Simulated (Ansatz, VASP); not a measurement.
Mg9O8: VASP beside Ansatz

```
Mg O
1.0
     0.00000    4.02600    4.02600
     4.02600    0.00000    4.02600
     4.02600    4.02600    0.00000
Mg O
9 8
Direct
  0.99964 0.99841 0.99147
  0.99269 0.99145 0.48988
  0.96478 0.51145 0.01051
  0.99938 0.49268 0.49771
  0.51277 0.96356 0.01045
  0.49383 0.99814 0.49774
  0.54239 0.54116 0.03970
  0.51274 0.51144 0.46227
  0.40136 0.40015 0.89859
  0.22370 0.22252 0.26837
  0.25706 0.25580 0.75477
  0.23163 0.75923 0.25813
  0.22317 0.76957 0.72110
  0.76044 0.23035 0.25814
  0.77080 0.22197 0.72108
  0.75353 0.75230 0.25130
  0.76071 0.75948 0.72945
```

Alike in both runs: functional PBE; k mesh 2 × 2 × 2; occupations gaussian, width 0.05 eV; no spin polarisation.

Ansatz relaxed the structure, and its values are those at the end. VASP's run is a single point on that final structure, the one shown.

|  | VASP | Ansatz |
| --- | --- | --- |
| version | VASP 6.6.1 | Ansatz 0.2.0 |
| potentials or method | VASP PAW PBE potentials, release 64 (Mg_sv, O), cutoff 750 eV | scalar-relativistic, plane waves, PAW |
| valence electrons in the cell | 138 | 138 |

Ansatz gave:

* rms of the force components (eV/Å): 0.004

**Question.** Which values does VASP return?

**Answer.** rms of the force components (eV/Å): 0.013.

The functional is the same, so the differences come from potentials, cutoffs and numerics.

The k mesh is coarse, so the values compare programs but aren't converged.
